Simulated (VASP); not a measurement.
Set up this calculation in VASP 6.6.1, as the native input.

| Quantity | Value |
| --- | --- |
| Task | single point |
| Functional | PBE |
| Potentials or basis | VASP PAW PBE potentials, release 64 (In_d, Pt, C) |
| Cutoff | 520 eV |
| k mesh | 6 × 6 × 6 |
| Occupations | gaussian, width 0.1 eV |
| Spin | no spin polarisation |
| Dipole correction | no |
| Further INCAR settings | ALGO = Normal; EDIFF = 1e-06; NBANDS = 32 |

The structure of InPt3C lies in POSCAR:

```
InPt3C
1.0
    4.3692518801      0.0000000000      0.0000000000
    0.0000000000      4.3692518801      0.0000000000
    0.0000000000      0.0000000000      4.3692518801
In Pt C
1 3 1
Direct
    0.0000000000      0.0000000000      0.0000000000
    0.5000000000      0.0000000000      0.5000000000
    0.5000000000      0.5000000000      0.0000000000
    0.0000000000      0.5000000000      0.5000000000
    0.5000000000      0.5000000000      0.5000000000
```

One way to write it, as run:

INCAR

```
SYSTEM = InPt3C
  PREC = Accurate
  ENCUT = 520
  EDIFF = 1E-6
  ISMEAR = 0
  SIGMA = 0.1
  LREAL = .FALSE.
  LASPH = .TRUE.
  NELM = 100
  ALGO = Normal
  ISIF = 2
  LWAVE = .FALSE.
  LCHARG = .FALSE.
  GGA = PE
  NBANDS = 32
```

KPOINTS

```
regular mesh
0
G
  6 6 6
  0 0 0
```

Potentials or basis: VASP PAW PBE potentials, release 64 (In_d, Pt, C).

Launch:

```console
$ cat potpaw_PBE.64/In_d/POTCAR potpaw_PBE.64/Pt/POTCAR potpaw_PBE.64/C/POTCAR > POTCAR
$ mpirun -np 1 vasp_std > vasp.out
```

Results of the run:

The pressure is -12.7 GPa.

Run time: 33 s on 1 thread of Intel(R) Xeon(R) Platinum 8259CL CPU @ 2.50GHz (Skylake/Cascade Lake) (shared host), peak memory 0.2 GiB.
